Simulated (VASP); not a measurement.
# Te in VASP: notebook

Runs on Te. Level: LDA. Tasks: single point.

All numbers are computed with VASP 6.6.1; they aren't measurements. Logs are shortened: lines on timing, memory, paths and dates and some standing lists are left out, and cuts for length are marked.

## 1. The cell of the first run

The typed cell holds 3 atoms: a = 4.874 Å, b = 4.832 Å, c = 3.961 Å, α = 92.43°, β = 91.87°, γ = 58.50°.

## 2. Single point, LDA (equal xy, yz and zx shear strains of -1 %)

INCAR

```
PREC     = Accurate       # precision mode
ENCUT    = 520            # plane-wave cutoff, eV
EDIFF    = 1E-6           # SCF threshold, eV
ISMEAR   = -1             # smearing method
SIGMA    = 0.05           # smearing width, eV
LREAL    = False          # projectors in reciprocal space
LASPH    = True           # aspherical terms in the spheres
NELM     = 80             # most SCF steps
ALGO     = Normal         # electronic algorithm
ISIF     = 2              # what is computed and relaxed
LWAVE    = False          # write WAVECAR
LCHARG   = False          # write CHGCAR
GGA      = CA             # functional
NBANDS   = 16             # bands
```

KPOINTS

```
Automatic mesh
0
Gamma
  8 8 8
```

POSCAR

```
Te
1.0
    4.2459560000     -2.3923705000     -0.0093145000
    4.2222440000      2.3500295000     -0.0330265000
   -0.1502367500     -0.0191345000      3.9580022500
Te
3
Direct
    0.6760000000      0.6760000000      0.6750000000
    0.3240000000      0.3240000000      0.3250000000
    0.0000000000      0.0000000000      0.0000000000
```

Potentials or basis: VASP PAW LDA potentials, release 64 (Te).

The run is started by

```console
> cat potpaw_LDA.64/Te/POTCAR > POTCAR
> mpirun -np 1 vasp_std > vasp.out
```

OUTCAR:

```text
PREC = Accurate
   ENCUT = 520
   EDIFF = 1E-6
   ISMEAR = -1
   LREAL = False
   LASPH = True
   NELM = 80
   ISIF = 2
   GGA = CA

 ion  position               nearest neighbor table
   1  0.676  0.676  0.675-   3 2.98   2 3.04   2 3.04   3 3.11   3 3.11   2 3.23   2 3.66
   2  0.324  0.324  0.325-   3 2.98   1 3.04   1 3.04   3 3.11   3 3.11   1 3.23   1 3.66
   3  0.000  0.000  0.000-   1 2.98   2 2.98   1 3.11   2 3.11   1 3.11   2 3.11

  LATTYP: Found a triclinic cell.
 ALAT       =     4.8322948788
 B/A-ratio  =     0.9814215973
 C/A-ratio  =     0.8196724049
 COS(alpha) =     0.0096373009
 COS(beta)  =     0.0423203787
 COS(gamma) =     0.4819708329

  Lattice vectors:

 A1 = (  -4.2222440000,  -2.3500295000,   0.0330265000)
 A2 = (   0.0237120000,  -4.7424000000,   0.0237120000)
 A3 = (  -0.1502367500,  -0.0191345000,   3.9580022500)

Analysis of symmetry for initial positions (statically):
=====================================================================
 Subroutine PRICEL returns:
 Original cell was already a primitive cell.

 Routine SETGRP: Setting up the symmetry group for a
 triclinic supercell.

 Subroutine GETGRP returns: Found  2 space group operations
 (whereof  2 operations were pure point group operations)
 out of a pool of  2 trial point group operations.

The static configuration has the point symmetry S_2 .

Analysis of symmetry for dynamics (positions and initial velocities):
=====================================================================
 Subroutine PRICEL returns:
 Original cell was already a primitive cell.

 Routine SETGRP: Setting up the symmetry group for a
 triclinic supercell.

 Subroutine GETGRP returns: Found  2 space group operations
 (whereof  2 operations were pure point group operations)
 out of a pool of  2 trial point group operations.

The dynamic configuration has the point symmetry S_2 .

 Subroutine INISYM returns: Found  2 space group operations
 (whereof  2 operations are pure point group operations),
 and found     1 'primitive' translations

----------------------------------------------------------------------------------------

                                     Primitive cell

  volume of cell :      79.4568

  direct lattice vectors                    reciprocal lattice vectors
     4.245956000 -2.392370500 -0.009314500     0.117054677 -0.210261291  0.003426645
     4.222244000  2.350029500 -0.033026500     0.119174016  0.211487298  0.005545985
    -0.150236750 -0.019134500  3.958002250     0.001269885  0.001269885  0.252707052

  length of vectors
     4.873568069  4.832294879  3.960898764     0.240672703  0.242816971  0.252713434

  position of ions in fractional coordinates (direct lattice)
     0.676000000  0.676000000  0.675000000
     0.324000000  0.324000000  0.325000000
     0.000000000  0.000000000  0.000000000

  ion indices of the primitive-cell ions
   primitive index   ion index
                 1           1
                 2           2
                 3           3

----------------------------------------------------------------------------------------

 KPOINTS: Automatic mesh

Automatic generation of k-mesh.
 Grid dimensions read from file:
 generate k-points for:    8    8    8

 Generating k-lattice:

  Cartesian coordinates                     Fractional coordinates (reciprocal lattice)
     0.014631835 -0.026282661  0.000428331     0.125000000  0.000000000 -0.000000000
     0.014896752  0.026435912  0.000693248    -0.000000000  0.125000000 -0.000000000
     0.000158736  0.000158736  0.031588382     0.000000000  0.000000000  0.125000000

  Length of vectors
     0.030084088  0.030352121  0.031589179

  Shift w.r.t. Gamma in fractional coordinates (k-lattice)
     0.000000000  0.000000000  0.000000000

 Subroutine IBZKPT returns following result:
 ===========================================

 Found    260 irreducible k-points:

 Following reciprocal coordinates:
            Coordinates               Weight
  0.000000  0.000000  0.000000      1.000000
  0.125000  0.000000 -0.000000      2.000000
  0.250000  0.000000 -0.000000      2.000000
  0.375000 -0.000000  0.000000      2.000000
  0.500000  0.000000 -0.000000      1.000000
 -0.000000  0.125000  0.000000      2.000000
[... 16 lines left out ...]
  0.125000  0.375000 -0.000000      2.000000
  0.250000  0.375000 -0.000000      2.000000
 [... further k-points ...]
   k-points           NKPTS =    260   k-points in BZ     NKDIM =    260   number of bands    NBANDS=     16
   number of dos      NEDOS =    301   number of ions     NIONS =      3
   total plane-waves  NPLWV =  38880
   dimension x,y,z NGX =    36 NGY =   36 NGZ =   30
   dimension x,y,z NGXF=    72 NGYF=   72 NGZF=   60
   ions per type =               3
   NGX,Y,Z   is equivalent  to a cutoff of  12.28, 12.39, 12.59 a.u.
   NGXF,Y,Z  is equivalent  to a cutoff of  24.56, 24.77, 25.18 a.u.
 SYSTEM =  unknown system
   PREC   = accura    normal or accurate (medium, high low for compatibility)
   ISTART =      0    job   : 0-new  1-cont  2-samecut
   ICHARG =      2    charge: 1-file 2-atom 10-const
   ISPIN  =      1    spin polarized calculation?
   LNONCOLLINEAR =      F non collinear calculations
   LSORBIT =      F    spin-orbit coupling
   LASPH  =      T    aspherical Exc in radial PAW
   ENCUT  =  520.0 eV  38.22 Ry    6.18 a.u.   9.06  8.98  7.36*2*pi/ulx,y,z
   NELM   =     80;   NELMIN=  2; NELMDL= -5     # of ELM steps
   EDIFF  = 0.1E-05   stopping-criterion for ELM
   LREAL  =      F    real-space projection
   EDIFFG = 0.1E-04   stopping-criterion for IOM
   NSW    =      0    number of steps for IOM
   IBRION =     -1    ionic relax: 0-MD 1-quasi-New 2-CG
   NFREE  =      0    steps in history (QN), initial steepest desc. (CG)
   ISIF   =      2    stress and relaxation
   ISYM   =      2    0-nonsym 1-usesym 2-fastsym
   POTIM  = 0.5000    time-step for ionic-motion
   TEBEG  =    0.0;   TEEND  =   0.0 temperature during run
   PSTRESS=    0.0 pullay stress
   NELECT =      18.0000    total number of electrons
   NUPDOWN=      -1.0000    fix difference up-down
   EMIN   =  10.00;   EMAX   =-10.00  energy-range for DOS
   EFERMI =   0.00;   METHOD = LEGACY
   ISMEAR =    -1;   SIGMA  =   0.05  broadening in eV -4-tet -1-fermi 0-gaus
   EFERMI_NEDOS =   21; number of points for ismear=-14 and -15
   IALGO  =     38    algorithm
   IMIX   =      4    mixing-type and parameters
     AMIX     =   0.40;   BMIX     =  1.00
     AMIX_MAG =   1.60;   BMIX_MAG =  1.00
  volume/ion in A,a.u.               =      26.49       178.73
  Fermi-wavevector in a.u.,A,eV,Ry     =   0.997980  1.885909 13.550923  0.995965
  Thomas-Fermi vector in A             =   2.130173
   LORBIT       =      0    0 simple, 1 ext, 2 COOP (PROOUT), +10 PAW based schemes
   GGA     = CA    functional components
   LHFCALC =     F    Hartree Fock is set to
   AEXX    =    0.0000 exact exchange contribution
   IVDW    =     0    specifies the selected vdW correction
   LEPSILON=     F    determine dielectric tensor
   LRPA    =     F    only Hartree local field effects (RPA)
 non-spin polarized calculation
  energy-cutoff  :      520.00
  volume of cell :       79.46
 maximum number of plane-waves:      2155
   NGX = 19   NGY = 17   NGZ = 15

 number of electron      18.0000000 magnetization

 Free energy of the ion-electron system (eV)
  ---------------------------------------------------
  ext. energy  EPLUGINS =         0.00000000
  ---------------------------------------------------
  free energy    TOTEN  =       -11.10918623 eV

  energy without entropy =      -11.09444882  energy(sigma->0) =      -11.10181753

 E-fermi :   8.8866     XC(G=0): -10.4842

 val. band max:        8.8863834424   @ k =  -0.0000   0.3750   0.5000
 cond. band min:       8.8907658130   @ k =   0.2500   0.5000   0.3750
 fundamental gap:      0.0043823705
 Fermi energy:         8.8865901932

 k-point     1 :       0.0000    0.0000    0.0000
  band No.  band energies     occupation
      1      -5.9379      2.00000
      2      -0.7382      2.00000
      3      -0.6863      2.00000
      4       4.1689      2.00000
      5       4.4753      2.00000
      6       4.9598      2.00000
[... 8 lines left out ...]
     15      16.0360      0.00000
     16      16.1853      0.00000

 k-point     2 :       0.1250    0.0000   -0.0000
  band No.  band energies     occupation
      1      -5.8110      2.00000
      2      -1.0171      2.00000
      3      -0.8478      2.00000
      4       3.6346      2.00000
      5       4.1152      2.00000
      6       5.3413      2.00000
[... 8 lines left out ...]
     15      15.8641      0.00000
     16      16.2590      0.00000

 k-point     3 :       0.2500    0.0000   -0.0000
  band No.  band energies     occupation
      1      -5.4331      2.00000
      2      -1.8588      2.00000
      3      -1.1123      2.00000
      4       3.0873      2.00000
      5       4.2416      2.00000
      6       5.8912      2.00000
[... 8 lines left out ...]
     15      15.4293      0.00000
     16      17.1540      0.00000

 k-point     4 :       0.3750   -0.0000    0.0000
  band No.  band energies     occupation
      1      -4.8158      2.00000
      2      -2.9253      2.00000
      3      -1.3128      2.00000
      4       2.7005      2.00000
      5       5.0519      2.00000
      6       6.1317      2.00000
[... 8 lines left out ...]
     15      15.3669      0.00000
     16      15.8382      0.00000
[... 324 lines left out ...]
 k-point    22 :      -0.0000    0.3750   -0.0000
  band No.  band energies     occupation
      1      -4.7982      2.00000
      2      -2.8839      2.00000
      3      -1.3804      2.00000
      4       2.6370      2.00000
      5       5.0175      2.00000
      6       6.2559      2.00000
[... 8 lines left out ...]
     15      15.2673      0.00000
     16      15.8178      0.00000

 k-point    23 :       0.1250    0.3750   -0.0000
  band No.  band energies     occupation
      1      -5.0585      2.00000
      2      -2.2689      2.00000
      3      -1.6799      2.00000
      4       3.2887      2.00000
      5       4.3759      2.00000
      6       6.2877      2.00000
[... 8 lines left out ...]
     15      15.7462      0.00000
     16      16.3965      0.00000

 k-point    24 :       0.2500    0.3750   -0.0000
  band No.  band energies     occupation
      1      -5.0757      2.00000
      2      -2.3588      2.00000
      3      -1.5794      2.00000
      4       3.4401      2.00000
      5       4.3359      2.00000
      6       5.9683      2.00000
[... 8 lines left out ...]
     15      15.7475      0.00000
     16      16.2642      0.00000

 [... further k-points ...]

------------------------ aborting loop because EDIFF is reached ----------------------------------------

  FORCE on cell =-STRESS in cart. coord.  units (eV):
  Direction    XX          YY          ZZ          XY          YZ          ZX
  --------------------------------------------------------------------------------------
  -------------------------------------------------------------------------------------
  Total        2.2148022      2.0417320      2.9667379      0.1205536      0.1045708      0.7125104
  in kB       44.6595622     41.1697510     59.8216911      2.4308580      2.1085784     14.3671535
  external PRESSURE =      48.5503348 kB  Pullay stress =       0.0000000 kB

 VOLUME and BASIS-vectors are now :
 -----------------------------------------------------------------------------
  energy-cutoff  :      520.00
  volume of cell :       79.46
      direct lattice vectors                 reciprocal lattice vectors
     4.245956000 -2.392370500 -0.009314500     0.117054677 -0.210261291  0.003426645
     4.222244000  2.350029500 -0.033026500     0.119174016  0.211487298  0.005545985
    -0.150236750 -0.019134500  3.958002250     0.001269885  0.001269885  0.252707052

 POSITION                                       TOTAL-FORCE (eV/Angst)
 -----------------------------------------------------------------------------------
      5.62309     -0.04154      2.64303        -0.433138      0.000270     -0.211052
      2.69487     -0.01994      1.27263         0.433138     -0.000270      0.211052
      0.00000      0.00000      0.00000        -0.000000     -0.000000      0.000000
 -----------------------------------------------------------------------------------
    total drift:                               -0.000000      0.000000      0.000000

  FREE ENERGIE OF THE ION-ELECTRON SYSTEM (eV)
  ---------------------------------------------------
  free  energy   TOTEN  =       -11.1091862339 eV

  energy  without entropy=      -11.0944488217  energy(sigma->0) =      -11.10181753
```

Wall time 74 s (1 thread of Intel Xeon 6975P-C (Granite Rapids), shared host); peak memory 0.36 GiB.

Results:

* Free energy: -11.1092 eV
* Pressure: 4.9 GPa
* Largest force: 0.482 eV/Å
* Band gap on the k mesh: zero (bands 9 and 10 overlap by 3.38 eV)

Forces on the atoms (eV/Å):
```
Te  -0.433  0.000 -0.211
Te   0.433  0.000  0.211
Te   0.000  0.000  0.000
```

Levels at points of the mesh, in eV from the Fermi level:
| k point | band 6 | band 7 | band 8 | band 9 | band 10 | band 11 | band 12 | band 13 |
| --- | --- | --- | --- | --- | --- | --- | --- | --- |
| (0.00, 0.00, 0.00) | -3.93 | -3.87 | -2.17 | -1.85 | 1.54 | 2.85 | 3.35 | 5.65 |
| (0.50, 0.00, 0.00) | -2.68 | -2.63 | 0.17 | 0.18 | 0.41 | 0.90 | 2.87 | 3.49 |
| (0.00, 0.50, 0.00) | -2.72 | -2.50 | 0.11 | 0.12 | 0.41 | 0.92 | 2.98 | 3.65 |
| (0.50, 0.50, 0.00) | -2.73 | -2.29 | 0.45 | 0.55 | 0.64 | 0.78 | 2.46 | 3.31 |
| (0.00, 0.00, 0.50) | -2.75 | -2.66 | -1.85 | -1.84 | -1.76 | -1.64 | -0.99 | 2.74 |
| (0.50, 0.00, 0.50) | -4.31 | -3.87 | -3.63 | 1.61 | 1.85 | 1.88 | 3.11 | 6.76 |
| (0.00, 0.50, 0.50) | -4.40 | -3.93 | -3.75 | 1.62 | 1.85 | 1.95 | 3.28 | 6.72 |
| (0.50, 0.50, 0.50) | -3.95 | -3.88 | -3.72 | 1.47 | 1.72 | 2.25 | 2.58 | 6.60 |

Caveat: the cell differs from its parent crystal (equal xy, yz and zx shear strains of -1 %); the cell stands under pressure; spin-orbit coupling is left out, which moves the levels of the heavy elements.

## 3. Single point, LDA

INCAR

```
SYSTEM = Te
ALGO     = Normal         ! electronic algorithm
EDIFF    = 1E-6           ! SCF threshold, eV
ENCUT    = 520            ! plane-wave cutoff, eV
ISIF     = 2              ! what is computed and relaxed
ISMEAR   = -1             ! smearing method
LASPH    = .TRUE.         ! aspherical terms in the spheres
LCHARG   = .TRUE.         ! write CHGCAR
LELF     = .TRUE.         ! ELF
LREAL    = .FALSE.        ! projectors in reciprocal space
LVHAR    = .TRUE.       
LWAVE    = .FALSE.        ! write WAVECAR
NBANDS   = 16             ! bands
NELM     = 60             ! most SCF steps
PREC     = Accurate       ! precision mode
SIGMA    = 0.05           ! smearing width, eV
```

KPOINTS

```
k-points
0
G
  8 8 8
  0 0 0
```

POSCAR

```
Te
1.0
    4.2341000000     -2.3712000000      0.0000000000
    4.2341000000      2.3712000000      0.0000000000
   -0.1304500000      0.0000000000      3.9573500000
Te
3
Direct
    0.6760000000      0.6760000000      0.6750000000
    0.3240000000      0.3240000000      0.3250000000
    0.0000000000      0.0000000000      0.0000000000
```

Potentials or basis: VASP PAW LDA potentials, release 64 (Te).

The run is started by

```console
> cat potpaw_LDA.64/Te/POTCAR > POTCAR
> mpirun -np 1 vasp_std > vasp.out
```

Wall time 2.8 min (1 thread of Intel Xeon 8259CL, shared host); peak memory 0.27 GiB.

It converged, with:

- Free energy: -11.1165 eV
- Pressure: 4.8 GPa
- Largest force: 0.461 eV/Å
- Band gap on the k mesh: zero (bands 9 and 10 overlap by 3.43 eV)

Forces in eV/Å, atoms in the order of the input:
```
Te  -0.416  0.000 -0.199
Te   0.416  0.000  0.199
Te   0.000  0.000  0.000
```

Stress tensor (GPa, compression positive):
```
4.23 0.00 0.98
0.00 4.42 0.00
0.98 0.00 5.88
```

Levels at points of the mesh, in eV from the Fermi level:
```tsv
k point	band 5	band 6	band 7	band 8	band 9	band 10	band 11	band 12	band 13	band 14
(0.00, 0.00, 0.00)	-4.43	-3.92	-3.89	-2.17	-1.86	1.55	2.91	3.25	5.70	6.05
(0.50, 0.00, 0.00)	-2.72	-2.70	-2.60	0.13	0.19	0.45	0.88	2.89	3.59	5.73
(0.50, 0.50, 0.00)	-3.08	-2.74	-2.32	0.44	0.50	0.61	0.76	2.50	3.28	5.73
(0.00, 0.00, 0.50)	-3.78	-2.76	-2.67	-1.87	-1.83	-1.79	-1.61	-1.04	2.75	3.05
(0.50, 0.00, 0.50)	-4.45	-4.37	-3.89	-3.71	1.64	1.86	1.88	3.16	6.75	7.07
(0.50, 0.50, 0.50)	-4.00	-3.97	-3.92	-3.75	1.52	1.68	2.21	2.63	6.65	7.08
```

Caveat: the cell stands under pressure; spin-orbit coupling is left out, which moves the levels of the heavy elements.

## 4. Single point, LDA (zz strain of -3 %)

INCAR

```
SYSTEM = Te
PREC     = Accurate       ! precision mode
ENCUT    = 520            ! plane-wave cutoff, eV
EDIFF    = 1E-6           ! SCF threshold, eV
ISMEAR   = -1             ! smearing method
SIGMA    = 0.05           ! smearing width, eV
LREAL    = .FALSE.        ! projectors in reciprocal space
LASPH    = .TRUE.         ! aspherical terms in the spheres
NELM     = 80             ! most SCF steps
ALGO     = Normal         ! electronic algorithm
ISIF     = 2              ! what is computed and relaxed
LWAVE    = .FALSE.        ! write WAVECAR
LCHARG   = .TRUE.         ! write CHGCAR
GGA      = CA             ! functional
LELF     = .TRUE.         ! ELF
LVHAR    = .TRUE.       
NBANDS   = 16             ! bands
```

KPOINTS

```
Automatic mesh
0
G
  8 8 8
  0 0 0
```

POSCAR, as its differences from that of step 3:

```diff
@@ -4,3 +4,3 @@
     4.2341000000      2.3712000000      0.0000000000
-   -0.1304500000      0.0000000000      3.9573500000
+   -0.1304500000      0.0000000000      3.8386295000
 Te
```

The run is started by

```console
> cat potpaw_LDA.64/Te/POTCAR > POTCAR
> mpirun -np 1 vasp_std > vasp.out
```

It took 99 s on 1 thread of Intel Xeon Platinum 8375C at 2.90GHz (Ice Lake), shared host; peak memory 0.26 GiB.

The run converged. Its results:

| Quantity | Value |
| --- | --- |
| Free energy | -11.0128 eV |
| Pressure | 6.8 GPa |
| Largest force | 0.512 eV/Å |
| Band gap on the k mesh | zero (bands 9 and 10 overlap by 3.48 eV) |

Forces on the atoms (eV/Å):
```
Te  -0.473  0.000 -0.196
Te   0.473  0.000  0.196
Te   0.000  0.000  0.000
```

Stress tensor (GPa, compression positive):
```
5.99 0.00 1.19
0.00 6.09 0.00
1.19 0.00 8.22
```

Levels at points of the mesh, in eV from the Fermi level:
| k point | band 6 | band 7 | band 8 | band 9 | band 10 | band 11 | band 12 | band 13 |
| --- | --- | --- | --- | --- | --- | --- | --- | --- |
| (0.00, 0.00, 0.00) | -4.09 | -4.07 | -2.04 | -1.73 | 1.76 | 3.19 | 3.54 | 5.87 |
| (0.50, 0.00, 0.00) | -2.55 | -2.38 | 0.18 | 0.29 | 0.54 | 0.93 | 3.08 | 3.59 |
| (0.50, 0.50, 0.00) | -2.57 | -2.16 | 0.46 | 0.58 | 0.73 | 0.82 | 2.65 | 3.22 |
| (0.00, 0.00, 0.50) | -2.95 | -2.86 | -1.96 | -1.89 | -1.84 | -1.68 | -1.08 | 2.61 |
| (0.50, 0.00, 0.50) | -4.43 | -4.05 | -3.79 | 1.64 | 1.78 | 1.90 | 3.19 | 6.63 |
| (0.50, 0.50, 0.50) | -4.06 | -4.04 | -3.89 | 1.41 | 1.71 | 2.23 | 2.62 | 6.57 |

Caveat: the cell differs from its parent crystal (zz strain of -3 %); the cell stands under pressure; spin-orbit coupling is left out, which moves the levels of the heavy elements.

## 5. Overview

| cell | gap on the mesh (eV) | pressure (GPa) | largest force (eV/Å) |
| --- | --- | --- | --- |
| a = 4.874, b = 4.832, c = 3.961 Å, angles 92.4, 91.9, 58.5°, 3 atoms | none | 4.9 | 0.48 |
| a = 4.853, b = 4.853, c = 3.959 Å, angles 91.6, 91.6, 58.5°, 3 atoms | none | 4.8 | 0.46 |
| a = 4.853, b = 4.853, c = 3.841 Å, angles 91.7, 91.7, 58.5°, 3 atoms | none | 6.8 | 0.51 |

Alike in all rows: task single point; level LDA; potentials or basis VASP PAW LDA potentials, release 64 (Te); no spin polarisation; k mesh 8 × 8 × 8; cutoff (eV) 520; smearing fermi-dirac 0.05 eV.

Caveats: the cell stands under pressure; spin-orbit coupling is left out, which moves the levels of the heavy elements.

Total energies depend on the potentials used, so only differences within one code and one set of settings carry meaning.
